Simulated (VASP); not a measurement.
Write the native input for VASP 6.6.1 that does the following.

- Task: single point
- Functional: PBE
- Potentials or basis: VASP PAW PBE potentials, release 64 (Sb)
- Cutoff: 520 eV
- k mesh: 9 × 9 × 9
- Occupations: fermi-dirac, width 0.05 eV
- Spin: no spin polarisation
- Dipole correction: no
- Further INCAR settings: ALGO = Normal; EDIFF = 1e-06; NBANDS = 12

The structure of Sb lies in POSCAR:

```
Sb
1.0
    2.1506003320      1.2416496806      3.6316800000
   -2.1506003320      1.2416496806      3.6316800000
    0.0000000000     -2.4832993611      3.6316800000
Sb
2
Direct
    0.2336400000      0.2336400000      0.2336400000
    0.7663600000      0.7663600000      0.7663600000
```

This cell differs from its parent crystal: zz strain of -3 %.

One way to write it, as run:

INCAR

```
PREC = Accurate
ENCUT = 520
EDIFF = 1E-6
ISMEAR = -1
SIGMA = 0.05
LREAL = F
LASPH = T
NELM = 100
ALGO = Normal
ISIF = 2
LWAVE = F
LCHARG = T
GGA = PE
LELF = T
LVHAR = T
NBANDS = 12
```

KPOINTS

```
regular mesh
0
Gamma
  9 9 9
```

Potentials or basis: VASP PAW PBE potentials, release 64 (Sb).

Run with:

```sh
$ cat potpaw_PBE.64/Sb/POTCAR > POTCAR
$ mpirun -np 1 vasp_std > vasp.out
```

It gave:

The pressure is 5.1 GPa and the largest force is 0.436 eV/Å. The band gap on the k mesh is 0.03 eV, indirect (least direct gap 0.43 eV).

Caveat: the cell differs from its parent crystal (zz strain of -3 %); spin-orbit coupling is left out, which moves the levels of the heavy elements.

It took 2.5 min on 1 thread of AMD EPYC 7571 (shared host), peak memory 0.19 GiB.
